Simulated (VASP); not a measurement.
Wanted: the native input for a VASP 6.6.1 run.

```yaml
Task: single point
Functional: PBE
Potentials_or_basis: VASP PAW PBE potentials, release 64 (K_sv, Cl)
Cutoff: 520 eV
k_mesh: 7 × 7 × 7
Occupations: fermi-dirac, width 0.05 eV
Spin: no spin polarisation
Dipole_correction: no
Further_INCAR_settings: ALGO = Normal; EDIFF = 1e-07; NBANDS = 15
```

The structure of KCl lies in POSCAR:

```
KCl
1.0
    3.9144934694      0.0000000000      0.0000000000
    0.0000000000      3.9144934694      0.0000000000
    0.0000000000      0.0000000000      3.9144934694
K Cl
1 1
Direct
    0.0000000000      0.0000000000      0.0000000000
    0.5000000000      0.5000000000      0.5000000000
```

This cell differs from its parent crystal: volume scaled by 1.06.

One way to write it, as run:

INCAR

```
SYSTEM = KCl
PREC = Accurate ; ENCUT = 520
EDIFF = 1E-7 ; ISMEAR = -1
SIGMA = 0.05 ; LREAL = .False.
LASPH = .True. ; NELM = 80
ALGO = Normal ; ISIF = 2
LWAVE = .False. ; LCHARG = .True.
GGA = PE ; LELF = .True.
LVHAR = .True. ; NBANDS = 15
```

KPOINTS

```
regular mesh
0
Gamma
  7 7 7
  0 0 0
```

Potentials or basis: VASP PAW PBE potentials, release 64 (K_sv, Cl).

The run is started by

```sh
$ cat potpaw_PBE.64/K_sv/POTCAR potpaw_PBE.64/Cl/POTCAR > POTCAR
$ mpirun -np 1 vasp_std > vasp.out
```

Results of the run:

```json
{
  "Pressure": "-1.0 GPa",
  "Band gap on the k mesh": "4.58 eV, indirect (least direct gap 4.76 eV)"
}
```

Run time: 17 s on 1 thread of AMD EPYC 7R13 Processor (Zen 3) (shared host), peak memory 0.14 GiB.
